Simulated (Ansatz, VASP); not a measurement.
## Ir: VASP beside Ansatz

Contents of INCAR:

```
PREC = Accurate
ENCUT = 520
EDIFF = 1E-6
ISMEAR = -1
SIGMA = 0.08
LREAL = False
LASPH = True
NELM = 80
ALGO = Normal
ISIF = 2
LWAVE = False
LCHARG = False
GGA = PS
NBANDS = 16
```

File KPOINTS:

```
regular mesh
0
Gamma
  16 16 9
```

POSCAR

```
Ir
1.0
    2.5635337413      0.0000000000      0.0000000000
   -1.2817668707      2.2200853435      0.0000000000
    0.0000000000      0.0000000000      4.1688678677
Ir
2
Direct
    0.3333333333      0.6666666667      0.2500000000
    0.6666666667      0.3333333333      0.7500000000
```

Input for Ansatz:

```yaml
crystal:
  lattice:
    - [2.5635337413, 0.0, 0.0]
    - [-1.2817668707, 2.2200853435, 0.0]
    - [0.0, 0.0, 4.1688678677]
  atoms:
    - { symbol: Ir, position: [0.3333333333, 0.6666666667, 0.25] }
    - { symbol: Ir, position: [0.6666666667, 0.3333333333, 0.75] }
kpoints:
  mp_grid: { grid: [16, 16, 9] }
scf:
  occupations: { method: fermi_dirac, width: 0.08 }
hamiltonian:
  xc: pbesol
  pseudopotentials: { kind: all_electron, lapw: { basis_error: 0.001 } }
output:
  forces: true
  stress: true
  eigenvalues: true
  populations: true
```

Change from the starting cell: volume scaled by 0.84, LAPW.

Alike in both runs: task single point; functional PBEsol; k mesh 16 × 16 × 9; occupations fermi-dirac, width 0.08 eV; no spin polarisation.

```csv
,VASP,Ansatz
version,VASP 6.6.1,Ansatz 0.2.0
potentials or method,"VASP PAW PBE potentials, release 64 (Ir), cutoff 520 eV","all-electron LAPW, scalar-relativistic"
```

|  | VASP | Ansatz | Ansatz less VASP |
| --- | --- | --- | --- |
| pressure (GPa) | 106.0 | 102.2 | -3.73 |
| traceless stress, the component that is largest in VASP (GPa) | 0.09 | -0.03 | -0.126 |

VASP's potentials were made for PBE, not for PBEsol. Both programs put the cell under a high pressure, so it lies far from rest at this level. Ansatz ran all-electron here, and VASP with PAW potentials.

Neither program's run includes spin-orbit coupling. Noted on VASP's run: the cell as given lies far from equilibrium.
